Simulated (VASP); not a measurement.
# Sc (I4_1/amd) in VASP: a series of runs, part 2 of 2

VASP 6.6.1. Earlier steps stand in the parts before.

### Step 5. Relaxation of shape and atoms at fixed volume, PBE

This run uses another cell than the first one, of 11.14 Å³/atom.

INCAR

```
  ALGO = Normal
  EDIFF = 1E-7
  EDIFFG = -0.005
  ENCUT = 600
  GGA = PE
  IBRION = 2
  ISIF = 4
  ISMEAR = -1
  LASPH = T
  LCHARG = F
  LREAL = F
  LWAVE = F
  NELM = 100
  NSW = 50
  PREC = Accurate
  SIGMA = 0.08
```

KPOINTS

```
k-points
0
Gamma
  14 14 14
```

POSCAR

```
Sc
1.0
   -2.1626903711      2.1626903711      1.1912039319
    2.1626903711     -2.1626903711      1.1912039319
    2.1626903711      2.1626903711     -1.1912039319
Sc
2
Direct
   -0.3750000000     -0.1250000000     -0.2500000000
    0.3750000000      0.1250000000      0.2500000000
```

Potentials or basis: VASP PAW PBE potentials, release 64 (Sc_sv).

Command:

```
$ cat potpaw_PBE.64/Sc_sv/POTCAR > POTCAR
$ mpirun -np 1 vasp_std > vasp.out
```

OUTCAR:

```text
EDIFF = 1E-7
   EDIFFG = -0.005
   ENCUT = 600
   GGA = PE
   IBRION = 2
   ISIF = 4
   ISMEAR = -1
   LASPH = T
   LREAL = F
   NELM = 100
   NSW = 50
   PREC = Accurate

 ion  position               nearest neighbor table
   1  0.625  0.875  0.750-   2 2.24   2 2.24   2 2.24   2 2.24   2 2.81   2 2.81   2 2.81   2 2.81

   2  0.375  0.125  0.250-   1 2.24   1 2.24   1 2.24   1 2.24   1 2.81   1 2.81   1 2.81   1 2.81

  LATTYP: Found a body centered tetragonal cell.
 ALAT       =     4.3253807422
 C/A-ratio  =     0.5507972606

  Lattice vectors:

 A1 = (  -2.1626903711,   2.1626903711,   1.1912039319)
 A2 = (   2.1626903711,  -2.1626903711,   1.1912039319)
 A3 = (   2.1626903711,   2.1626903711,  -1.1912039319)

Analysis of symmetry for initial positions (statically):
=====================================================================
 Subroutine PRICEL returns:
 Original cell was already a primitive cell.

 Routine SETGRP: Setting up the symmetry group for a
 body centered tetragonal supercell.

 Subroutine GETGRP returns: Found 16 space group operations
 (whereof  4 operations were pure point group operations)
 out of a pool of 16 trial point group operations.

The static configuration has the point symmetry C_2h.
 The point group associated with its full space group is D_4h.

Analysis of symmetry for dynamics (positions and initial velocities):
=====================================================================
 Subroutine PRICEL returns:
 Original cell was already a primitive cell.

 Routine SETGRP: Setting up the symmetry group for a
 body centered tetragonal supercell.

 Subroutine GETGRP returns: Found 16 space group operations
 (whereof  4 operations were pure point group operations)
 out of a pool of 16 trial point group operations.

The dynamic configuration has the point symmetry C_2h.
 The point group associated with its full space group is D_4h.

 Subroutine INISYM returns: Found 16 space group operations
 (whereof  4 operations are pure point group operations),
 and found     1 'primitive' translations

----------------------------------------------------------------------------------------

                                     Primitive cell

  volume of cell :      22.2861

  direct lattice vectors                    reciprocal lattice vectors
    -2.162690371  2.162690371  1.191203932     0.000000000  0.231193520  0.419743410
     2.162690371 -2.162690371  1.191203932     0.231193520  0.000000000  0.419743410
     2.162690371  2.162690371 -1.191203932     0.231193520  0.231193520  0.000000000

  length of vectors
     3.282289763  3.282289763  3.282289763     0.479202435  0.479202435  0.326957012

  position of ions in fractional coordinates (direct lattice)
     0.625000000  0.875000000  0.750000000
     0.375000000  0.125000000  0.250000000

  ion indices of the primitive-cell ions
   primitive index   ion index
                 1           1
                 2           2

----------------------------------------------------------------------------------------

 KPOINTS: k-points

Automatic generation of k-mesh.
 Grid dimensions read from file:
 generate k-points for:   14   14   14

 Generating k-lattice:

  Cartesian coordinates                     Fractional coordinates (reciprocal lattice)
[... 56 lines left out ...]
   LSORBIT =      F    spin-orbit coupling
   LASPH  =      T    aspherical Exc in radial PAW
   ENCUT  =  600.0 eV  44.10 Ry    6.64 a.u.   6.56  6.56  6.56*2*pi/ulx,y,z
   NELM   =    100;   NELMIN=  2; NELMDL= -5     # of ELM steps
   EDIFF  = 0.1E-06   stopping-criterion for ELM
   LREAL  =      F    real-space projection
   EDIFFG = -.5E-02   stopping-criterion for IOM
   NSW    =     50    number of steps for IOM
   IBRION =      2    ionic relax: 0-MD 1-quasi-New 2-CG
   NFREE  =      1    steps in history (QN), initial steepest desc. (CG)
   ISIF   =      4    stress and relaxation
   ISYM   =      2    0-nonsym 1-usesym 2-fastsym
   POTIM  = 0.5000    time-step for ionic-motion
   TEBEG  =    0.0;   TEEND  =   0.0 temperature during run
   PSTRESS=    0.0 pullay stress
   NELECT =      22.0000    total number of electrons
   NUPDOWN=      -1.0000    fix difference up-down
   EMIN   =  10.00;   EMAX   =-10.00  energy-range for DOS
   EFERMI =   0.00;   METHOD = LEGACY
   ISMEAR =    -1;   SIGMA  =   0.08  broadening in eV -4-tet -1-fermi 0-gaus
   EFERMI_NEDOS =   21; number of points for ismear=-14 and -15
   IALGO  =     38    algorithm
   IMIX   =      4    mixing-type and parameters
     AMIX     =   0.40;   BMIX     =  1.00
     AMIX_MAG =   1.60;   BMIX_MAG =  1.00
  volume/ion in A,a.u.               =      11.14        75.20
  Fermi-wavevector in a.u.,A,eV,Ry     =   1.630062  3.080371 36.152069  2.657102
  Thomas-Fermi vector in A             =   2.722425
   LORBIT       =      0    0 simple, 1 ext, 2 COOP (PROOUT), +10 PAW based schemes
   GGA     = PE    functional components
   LHFCALC =     F    Hartree Fock is set to
   AEXX    =    0.0000 exact exchange contribution
   IVDW    =     0    specifies the selected vdW correction
   LEPSILON=     F    determine dielectric tensor
   LRPA    =     F    only Hartree local field effects (RPA)
 conjugate gradient relaxation of ions
 non-spin polarized calculation
  energy-cutoff  :      600.00
  volume of cell :       22.29
 maximum number of plane-waves:       758
 NGX is ok and might be reduce to    28
   NGX = 13   NGY = 13   NGZ = 13

--------------------------------------- Ionic step        1  -------------------------------------------

 number of electron      21.9999999 magnetization

 Free energy of the ion-electron system (eV)
  ---------------------------------------------------
  ext. energy  EPLUGINS =         0.00000000
  ---------------------------------------------------
  free energy    TOTEN  =        -5.65504989 eV

  energy without entropy =       -5.61763983  energy(sigma->0) =       -5.63634486

------------------------ aborting loop because EDIFF is reached ----------------------------------------

  FORCE on cell =-STRESS in cart. coord.  units (eV):
  Direction    XX          YY          ZZ          XY          YZ          ZX
  --------------------------------------------------------------------------------------
  -------------------------------------------------------------------------------------
  Total       16.2577686     16.2577686     20.5712514      0.0000000      0.0000000     -0.0000000
  in kB     1168.7906163   1168.7906163   1478.8921050      0.0000000      0.0000000     -0.0000000
  external PRESSURE =    1272.1577792 kB  Pullay stress =       0.0000000 kB
[... 131 lines left out ...]
--------------------------------------- Ionic step        5  -------------------------------------------

 number of electron      21.9999997 magnetization

 Free energy of the ion-electron system (eV)
  ---------------------------------------------------
  ext. energy  EPLUGINS =         0.00000000
  ---------------------------------------------------
  free energy    TOTEN  =        -5.86112913 eV

  energy without entropy =       -5.83460254  energy(sigma->0) =       -5.84786584

 E-fermi :   9.6130     XC(G=0): -13.6149

 val. band max:        9.5966067467   @ k =  -0.1429  -0.2857   0.1429
 cond. band min:       9.6243197930   @ k =  -0.1429  -0.2857   0.0714
 fundamental gap:      0.0277130463
 Fermi energy:         9.6130239792

 k-point     1 :       0.0000    0.0000    0.0000
  band No.  band energies     occupation
      1     -39.8924      2.00000
      2     -37.1897      2.00000
      3     -19.3062      2.00000
      4     -19.3062      2.00000
      5     -16.2593      2.00000
      6     -16.1578      2.00000
      7     -15.3320      2.00000
      8     -15.3320      2.00000
      9       4.4885      2.00000
     10       5.0936      2.00000
     11       8.9037      1.99972
     12       9.6801      0.60348
     13      11.4372      0.00000
     14      13.3147      0.00000
[... 401 lines left out ...]
      2     -37.5731      2.00000
      3     -19.4191      2.00000
      4     -18.9361      2.00000
      5     -17.9727      2.00000
      6     -17.4535      2.00000
      7     -15.7608      2.00000
      8     -15.3766      2.00000
      9       6.1197      2.00000
     10       7.0962      2.00000
     11       9.3088      1.95638
     12       9.8147      0.14881
     13      11.5754      0.00000
     14      12.8078      0.00000
     15      14.3033      0.00000

 [... further k-points ...]

------------------------ aborting loop because EDIFF is reached ----------------------------------------

  FORCE on cell =-STRESS in cart. coord.  units (eV):
  Direction    XX          YY          ZZ          XY          YZ          ZX
  --------------------------------------------------------------------------------------
  -------------------------------------------------------------------------------------
  Total       17.0559130     17.0559130     17.0594619      0.0000000      0.0000000      0.0000000
  in kB     1226.1701809   1226.1701809   1226.4253165      0.0000000      0.0000000      0.0000000
  external PRESSURE =    1226.2552261 kB  Pullay stress =       0.0000000 kB
[... 17 lines left out ...]
  FREE ENERGIE OF THE ION-ELECTRON SYSTEM (eV)
  ---------------------------------------------------
  free  energy   TOTEN  =        -5.8611291278 eV

  energy  without entropy=       -5.8346025436  energy(sigma->0) =       -5.84786584

 reached required accuracy - stopping structural energy minimisation
```

Run time: 11 min. Hardware: 1 thread of Intel Xeon 8259CL, shared host; peak memory 0.23 GiB.

What came out:

```
Free energy               : -5.8611 eV
Energy gained by relaxing : 103.0 meV/atom
Ionic steps               : 5
Pressure after relaxing   : 122.6 GPa
Band gap on the k mesh    : zero (bands 11 and 12 overlap by 3.02 eV)
```

The path:
| step | energy change (eV) | largest force (eV/Å) | pressure (GPa) | volume (Å³) |
| --- | --- | --- | --- | --- |
| 1 | 0.0000 | 0.0000 | 127.22 | 22.29 |
| 2 | -0.1980 | 0.0000 | 123.11 | 22.29 |
| 3 | -0.2060 | 0.0000 | 122.65 | 22.29 |
| 4 | -0.2061 | 0.0000 | 122.62 | 22.29 |
| 5 | -0.2061 | 0.0000 | 122.63 | 22.29 |

Final structure:
```xyz
2
Lattice="-2.0737 2.0737 1.2956 2.0737 -2.0737 1.2956 2.0737 2.0737 -1.2956" Properties=species:S:1:pos:R:3 pbc="T T T"
Sc    2.0737    1.0369    0.9717
Sc    0.0000    1.0369    0.3239
```

### Step 6. The runs side by side

```csv
task,cell,cutoff (eV),gap on the mesh (eV),pressure (GPa)
single point,"a = 4.283 Å, angles 97.6, 97.6, 137.4°, 2 atoms",520,none,0.0
relaxation of shape and atoms at fixed volume,"relaxed from a = 3.156 Å, angles 97.6, 97.6, 137.4°, 2 atoms",600,none,172.4
relaxation of shape and atoms at fixed volume,"relaxed from a = 3.282 Å, angles 97.6, 97.6, 137.4°, 2 atoms",600,none,122.6
```

Alike in all rows: level PBE; potentials or basis VASP PAW PBE potentials, release 64 (Sc_sv); no spin polarisation; k mesh 14 × 14 × 14; smearing fermi-dirac 0.08 eV.

Caveats: atoms lie so close that the PAW spheres overlap strongly, which falsifies energies and pressures (at least some runs).

Total energies depend on the potentials used, so only differences within one code and one set of settings carry meaning.

The gap in the log of VASP goes by the Fermi energy; the results here count the filled bands.